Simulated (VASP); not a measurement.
Wanted: the native input for a VASP 6.6.1 run.

```
Task                   : single point
Functional             : PBE
Potentials or basis    : VASP PAW PBE potentials, release 64 (K_sv)
Cutoff                 : 520 eV
k mesh                 : 13 × 13 × 13
Occupations            : fermi-dirac, width 0.0612256 eV
Spin                   : no spin polarisation
Dipole correction      : no
Further INCAR settings : ALGO = Normal; EDIFF = 1e-06; NBANDS = 10
```

The structure of K lies in POSCAR:

```
K
1.0
    4.3836784567      0.0000000000      0.0000000000
    0.0000000000      4.3836784567      0.0000000000
    0.0000000000      0.0000000000      4.3836784567
K
1
Direct
    0.0000000000      0.0000000000      0.0000000000
```

One way to write it, as run:

INCAR

```
SYSTEM = K
ALGO = Normal ; EDIFF = 1E-6
ENCUT = 520 ; GGA = PE
ISIF = 2 ; ISMEAR = -1
LASPH = .True. ; LCHARG = .False.
LREAL = .False. ; LWAVE = .False.
NBANDS = 10 ; NELM = 60
PREC = Accurate ; SIGMA = 0.06122561905347299
```

KPOINTS

```
k-points
0
Gamma
  13 13 13
  0 0 0
```

Potentials or basis: VASP PAW PBE potentials, release 64 (K_sv).

Launch:

```sh
$ cat potpaw_PBE.64/K_sv/POTCAR > POTCAR
$ mpirun -np 1 vasp_std > vasp.out
```

Results of the run:

```
Pressure : -0.2 GPa
```

It took 25 s on 1 thread of Intel(R) Xeon(R) Platinum 8488C (Sapphire Rapids), on a shared host, peak memory 0.23 GiB.
